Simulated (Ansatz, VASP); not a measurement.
## One calculation of Si2Ni, two programs

```
Si Ni
1.0
     2.69570   -2.69570    0.00000
     2.69570    0.00000   -2.69570
     5.53575    5.53575    5.53575
Si Ni
6 3
Cartesian
  5.8408 0.4494 0.4494
  3.1451 -2.2463 0.4494
  5.8408 3.1451 3.1451
  8.5365 3.1451 3.1451
  5.8408 0.4494 3.1451
  3.1451 0.4494 0.4494
  4.4929 1.7972 1.7972
  4.4929 -0.8985 -0.8985
  7.1886 1.7972 4.4929
```

Alike in both runs: task single point; functional PBEsol; k mesh 14 × 14 × 5; occupations gaussian, width 0.15 eV; no spin polarisation.

|  | VASP | Ansatz |
| --- | --- | --- |
| version | VASP 6.6.1 | Ansatz 0.2.0 |
| potentials or method | VASP PAW PBE potentials, release 64 (Si, Ni), cutoff 520 eV | scalar-relativistic, plane waves, PAW |
| valence electrons in the cell | 54 | 78 |

```tsv
	VASP	Ansatz	Ansatz less VASP
gap on the k mesh at the Fermi level (eV)	none	none	-
pressure (GPa)	-2.7	-2.9	-0.15
traceless stress, the component that is largest in VASP (GPa)	-1.81	-1.80	+0.016
rms of the force components (eV/Å)	0.280	0.279	-0.0015
```

VASP's potentials were made for PBE, not for PBEsol. Atom by atom the forces differ by 0.002 eV/Å (rms over components). A gap of «none» marks a metal or a gap that the smearing closes. With one functional, cell and mesh, what is left measures potentials, basis and numerics. VASP's potentials hold 54 valence electrons a cell and Ansatz's 78, so a difference there can come from the potentials and not from the codes.
